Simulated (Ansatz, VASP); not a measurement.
# Two plane-wave programs on Cs

The input POSCAR:

```
Cs
1.0
   -3.1284650600      3.1284650600      3.1284650600
    3.1284650600     -3.1284650600      3.1284650600
    3.1284650600      3.1284650600     -3.1284650600
Cs
1
Direct
    0.0000000000      0.0000000000      0.0000000000
```

File INCAR.step1:

```
PREC = Accurate
ENCUT = 440
ISMEAR = 1
SIGMA = 0.05
LREAL = F
LASPH = T
NELM = 120
ALGO = Normal
ISIF = 2
LWAVE = T
LCHARG = F
GGA = PE
EDIFF = 1E-5
NBANDS = 10
GGA_COMPAT = F
```

INCAR.step2

```
PREC = Accurate
ENCUT = 440
EDIFF = 1E-8
ISMEAR = 1
SIGMA = 0.05
LREAL = F
LASPH = T
NELM = 120
ALGO = Normal
ISIF = 2
LWAVE = F
LCHARG = F
METAGGA = R2SCAN
LHFCALC = T
AEXX = 0.25
LMIXTAU = T
PRECFOCK = Normal
LEFG = T
ISTART = 1
NBANDS = 10
GGA_COMPAT = F
```

Contents of KPOINTS:

```
regular mesh
0
Gamma
  4 4 4
```

Contents of input.yaml:

```yaml
crystal:
  lattice: { a: 6.25693012, b: 6.25693012, c: 6.25693012, alpha: 90.0, beta: 90.0, gamma: 90.0 }
  space_group: 229
  reduce_to_primitive: true
  atoms:
    - { symbol: Cs, wyckoff: "2a", position: [0.0, 0.0, 0.0] }
hamiltonian:
  xc: r2scan0
  pseudopotentials: { kind: paw, partial_waves: polarizable }
kpoints:
  mp_grid: { grid: [4, 4, 4] }
scf:
  occupations: { method: methfessel_paxton, width: 0.05 }
output:
  forces: true
  stress: true
  eigenvalues: true
  efg: {}
  write_density: true
  write_potential: true
  elf: true
  volumetric_format: npy
```

Alike in both runs: task electric field gradients; functional r2SCAN0; k mesh 4 × 4 × 4; occupations methfessel-paxton of order 1, width 0.05 eV; no spin polarisation.

|  | VASP | Ansatz |
| --- | --- | --- |
| version | VASP 6.6.1 | Ansatz 0.2.0 |
| potentials or method | VASP PAW PBE potentials, release 64 (Cs_sv) | Ansatz PAW polarizable |
| plane-wave cutoff (eV) | 440 | 500 |
| valence electrons in the cell | 9 | 9 |

|  | VASP | Ansatz | Ansatz less VASP |
| --- | --- | --- | --- |
| gap on the k mesh at the Fermi level (eV) | none | none | - |
| pressure (GPa) | 0.1 | 0.1 | +0.03 |

VASP's potentials were made for PBE, not for r2SCAN0. A gap of «none» marks a metal or a gap that the smearing closes.

Neither program's run includes spin-orbit coupling.
